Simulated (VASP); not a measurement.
# Sc (P6_3/mmc) in VASP: further runs

Runs on Sc. Level: PBE. Tasks: single point.

Everything below comes from runs of VASP 6.6.1. Logs are shortened: lines on timing, memory, paths and dates and some standing lists are left out, and cuts for length are marked.

## Step 1: The cell of the first run

The structure is hexagonal, space group P6_3/mmc (No. 194). The conventional cell has a = 3.309 Å, b = 3.309 Å, c = 5.163 Å, α = 90.00°, β = 90.00°, γ = 120.00°. Sc (site symmetry -6m2) has 12 Sc at 3.21 to 3.31 Å within 4.2 Å.

## Step 2: Single point, PBE (strain -0.0200 x Voigt [0, 0, 1, 0, 0, 0])

Contents of INCAR:

```
PREC = Accurate
ENCUT = 520
EDIFF = 1E-7
ISMEAR = 0
SIGMA = 0.15
LREAL = F
LASPH = T
NELM = 100
ALGO = Fast
ISIF = 2
LWAVE = F
LCHARG = F
GGA = PE
NBANDS = 18
```

Contents of KPOINTS:

```
Automatic mesh
0
Gamma
  18 18 10
```

Contents of POSCAR:

```
Sc
1.0
    3.3087978973      0.0000000000      0.0000000000
   -1.6543989486      2.8655030350      0.0000000000
    0.0000000000      0.0000000000      5.1626400000
Sc
2
Direct
    0.3333333333      0.6666666667      0.2500000000
    0.6666666667      0.3333333333      0.7500000000
```

Potentials or basis: VASP PAW PBE potentials, release 64 (Sc_sv).

Command:

```
$ cat potpaw_PBE.64/Sc_sv/POTCAR > POTCAR
$ mpirun -np 1 vasp_std > vasp.out
```

OUTCAR:

```text
PREC = Accurate
   ENCUT = 520
   EDIFF = 1E-7
   ISMEAR = 0
   LREAL = F
   LASPH = T
   NELM = 100
   ISIF = 2
   GGA = PE

 ion  position               nearest neighbor table
   1  0.333  0.667  0.250-   2 3.21   2 3.21   2 3.21   2 3.21   2 3.21   2 3.21
   2  0.667  0.333  0.750-   1 3.21   1 3.21   1 3.21   1 3.21   1 3.21   1 3.21

  LATTYP: Found a hexagonal cell.
 ALAT       =     3.3087978973
 C/A-ratio  =     1.5602766202

  Lattice vectors:

 A1 = (   3.3087978973,   0.0000000000,   0.0000000000)
 A2 = (  -1.6543989486,   2.8655030350,   0.0000000000)
 A3 = (   0.0000000000,   0.0000000000,   5.1626400000)

Analysis of symmetry for initial positions (statically):
=====================================================================
 Subroutine PRICEL returns:
 Original cell was already a primitive cell.

 Routine SETGRP: Setting up the symmetry group for a
 hexagonal supercell.

 Subroutine GETGRP returns: Found 24 space group operations
 (whereof 12 operations were pure point group operations)
 out of a pool of 24 trial point group operations.

The static configuration has the point symmetry D_3d.
 The point group associated with its full space group is D_6h.

Analysis of symmetry for dynamics (positions and initial velocities):
=====================================================================
 Subroutine PRICEL returns:
 Original cell was already a primitive cell.

 Routine SETGRP: Setting up the symmetry group for a
 hexagonal supercell.

 Subroutine GETGRP returns: Found 24 space group operations
 (whereof 12 operations were pure point group operations)
 out of a pool of 24 trial point group operations.

The dynamic configuration has the point symmetry D_3d.
 The point group associated with its full space group is D_6h.

 Subroutine INISYM returns: Found 24 space group operations
 (whereof 12 operations are pure point group operations),
 and found     1 'primitive' translations

----------------------------------------------------------------------------------------

                                     Primitive cell

  volume of cell :      48.9489

  direct lattice vectors                    reciprocal lattice vectors
     3.308797897  0.000000000  0.000000000     0.302224563  0.174489433  0.000000000
    -1.654398949  2.865503035  0.000000000     0.000000000  0.348978866  0.000000000
[... 78 lines left out ...]
   ICHARG =      2    charge: 1-file 2-atom 10-const
   ISPIN  =      1    spin polarized calculation?
   LNONCOLLINEAR =      F non collinear calculations
   LSORBIT =      F    spin-orbit coupling
   LASPH  =      T    aspherical Exc in radial PAW
   ENCUT  =  520.0 eV  38.22 Ry    6.18 a.u.   6.15  6.15  9.60*2*pi/ulx,y,z
   NELM   =    100;   NELMIN=  2; NELMDL= -5     # of ELM steps
   EDIFF  = 0.1E-06   stopping-criterion for ELM
   LREAL  =      F    real-space projection
   EDIFFG = 0.1E-05   stopping-criterion for IOM
   NSW    =      0    number of steps for IOM
   IBRION =     -1    ionic relax: 0-MD 1-quasi-New 2-CG
   NFREE  =      0    steps in history (QN), initial steepest desc. (CG)
   ISIF   =      2    stress and relaxation
   ISYM   =      2    0-nonsym 1-usesym 2-fastsym
   POTIM  = 0.5000    time-step for ionic-motion
   TEBEG  =    0.0;   TEEND  =   0.0 temperature during run
   PSTRESS=    0.0 pullay stress
   NELECT =      22.0000    total number of electrons
   NUPDOWN=      -1.0000    fix difference up-down
   EMIN   =  10.00;   EMAX   =-10.00  energy-range for DOS
   EFERMI =   0.00;   METHOD = LEGACY
   ISMEAR =     0;   SIGMA  =   0.15  broadening in eV -4-tet -1-fermi 0-gaus
   EFERMI_NEDOS =   21; number of points for ismear=-14 and -15
   IALGO  =     68    algorithm
   IMIX   =      4    mixing-type and parameters
     AMIX     =   0.40;   BMIX     =  1.00
     AMIX_MAG =   1.60;   BMIX_MAG =  1.00
  volume/ion in A,a.u.               =      24.47       165.16
  Fermi-wavevector in a.u.,A,eV,Ry     =   1.254011  2.369738 21.395760  1.572544
  Thomas-Fermi vector in A             =   2.387837
   LORBIT       =      0    0 simple, 1 ext, 2 COOP (PROOUT), +10 PAW based schemes
   GGA     = PE    functional components
   LHFCALC =     F    Hartree Fock is set to
   AEXX    =    0.0000 exact exchange contribution
   IVDW    =     0    specifies the selected vdW correction
   LEPSILON=     F    determine dielectric tensor
   LRPA    =     F    only Hartree local field effects (RPA)
 non-spin polarized calculation
 RMM-DIIS sequential band-by-band and
 Gauss-broadening in eV      SIGMA  =   0.15
  energy-cutoff  :      520.00
  volume of cell :       48.95
 maximum number of plane-waves:      1339
 NGX is ok and might be reduce to    28
   NGX = 13   NGY = 13   NGZ = 19

 number of electron      21.9999995 magnetization

 Free energy of the ion-electron system (eV)
  ---------------------------------------------------
  ext. energy  EPLUGINS =         0.00000000
  ---------------------------------------------------
  free energy    TOTEN  =       -12.52056723 eV

  energy without entropy =      -12.47436617  energy(sigma->0) =      -12.49746670

 E-fermi :   3.7198     XC(G=0):  -9.9054

 val. band max:        3.7189513524   @ k =   0.2778   0.1111   0.1000
 cond. band min:       3.7237624337   @ k =   0.3333   0.1667   0.3000
 fundamental gap:      0.0048110813
 Fermi energy:         3.7197704250

 k-point     1 :       0.0000    0.0000    0.0000
  band No.  band energies     occupation
      1     -45.6782      2.00000
      2     -45.6055      2.00000
      3     -24.5132      2.00000
      4     -24.1631      2.00000
      5     -24.1631      2.00000
      6     -24.0957      2.00000
[... 481 lines left out ...]
      5     -24.3268      2.00000
      6     -24.2598      2.00000
[... 10 lines left out ...]
     17       7.4965      0.00000
     18       7.7505      0.00000

 [... further k-points ...]
[... 5 lines left out ...]
  --------------------------------------------------------------------------------------
  -------------------------------------------------------------------------------------
  Total        0.1562445      0.1562445      0.1062594      0.0000000      0.0000000     -0.0000000
  in kB        5.1141374      5.1141374      3.4780430      0.0000000      0.0000000     -0.0000000
  external PRESSURE =       4.5687726 kB  Pullay stress =       0.0000000 kB

 VOLUME and BASIS-vectors are now :
 -----------------------------------------------------------------------------
  energy-cutoff  :      520.00
  volume of cell :       48.95
      direct lattice vectors                 reciprocal lattice vectors
     3.308797897  0.000000000  0.000000000     0.302224563  0.174489433  0.000000000
    -1.654398949  2.865503035  0.000000000     0.000000000  0.348978866  0.000000000
     0.000000000  0.000000000  5.162640000     0.000000000  0.000000000  0.193699348

 POSITION                                       TOTAL-FORCE (eV/Angst)
 -----------------------------------------------------------------------------------
     -0.00000      1.91034      1.29066        -0.000000      0.000000      0.000000
      1.65440      0.95517      3.87198         0.000000      0.000000      0.000000
 -----------------------------------------------------------------------------------
    total drift:                                0.000000     -0.000000      0.000000

  FREE ENERGIE OF THE ION-ELECTRON SYSTEM (eV)
  ---------------------------------------------------
  free  energy   TOTEN  =       -12.5205672312 eV

  energy  without entropy=      -12.4743661684  energy(sigma->0) =      -12.49746670
```

Run time: 2.6 min. Hardware: 1 thread of AMD EPYC 9R45 (Zen 5), shared host; peak memory 0.26 GiB.

What came out:

* Free energy: -12.5206 eV
* Pressure: 0.5 GPa
* Band gap on the k mesh: zero (band 11 reaches 4.70 eV, above the bottom of band 12 at 3.21 eV)

Stress tensor (GPa, compression positive):
```
0.51 0.00 0.00
0.00 0.51 0.00
0.00 0.00 0.35
```

Caveat: the cell differs from its parent crystal (strain -0.0200 x Voigt [0, 0, 1, 0, 0, 0]).

## Step 3: Single point, PBE (strain -0.0100 x Voigt [0, 0, 1, 0, 0, 0])

Contents of INCAR:

```
PREC = Accurate
ENCUT = 520
EDIFF = 1E-6
ISMEAR = 0
SIGMA = 0.15
LREAL = False
LASPH = True
NELM = 80
ALGO = Fast
ISIF = 2
LWAVE = False
LCHARG = False
GGA = PE
NBANDS = 18
```

Contents of KPOINTS:

```
regular mesh
0
Gamma
  18 18 10
```

POSCAR, as its differences from that of step 2:

```diff
@@ -4,3 +4,3 @@
    -1.6543989486      2.8655030350      0.0000000000
-    0.0000000000      0.0000000000      5.1626400000
+    0.0000000000      0.0000000000      5.2153200000
 Sc
```

Potentials or basis: VASP PAW PBE potentials, release 64 (Sc_sv).

Command:

```
$ cat potpaw_PBE.64/Sc_sv/POTCAR > POTCAR
$ mpirun -np 1 vasp_std > vasp.out
```

Run time: 2.2 min. Hardware: 1 thread of AMD EPYC 9R45 (Zen 5), shared host; peak memory 0.26 GiB.

It converged, with:

- Free energy: -12.5203 eV
- Pressure: -0.1 GPa
- Band gap on the k mesh: zero (band 11 reaches 4.59 eV, above the bottom of band 12 at 3.18 eV)

Stress tensor (GPa, compression positive):
```
 0.23  0.00  0.00
 0.00  0.23  0.00
 0.00  0.00 -0.65
```

Levels at points of the mesh, in eV from the Fermi level:
```tsv
k point	band 8	band 9	band 10	band 11	band 12	band 13	band 14	band 15
(0.00, 0.00, 0.00)	-27.83	-5.12	-1.65	0.52	1.60	1.60	1.78	2.03
(0.50, 0.00, 0.00)	-27.89	-1.60	-1.05	-0.68	-0.32	1.25	1.38	1.82
(0.00, 0.00, 0.50)	-27.88	-3.61	-3.61	0.93	0.93	1.53	1.53	1.53
(0.50, 0.00, 0.50)	-27.93	-1.47	-1.47	0.06	0.06	1.26	1.26	2.39
```

Caveat: the cell differs from its parent crystal (strain -0.0100 x Voigt [0, 0, 1, 0, 0, 0]).
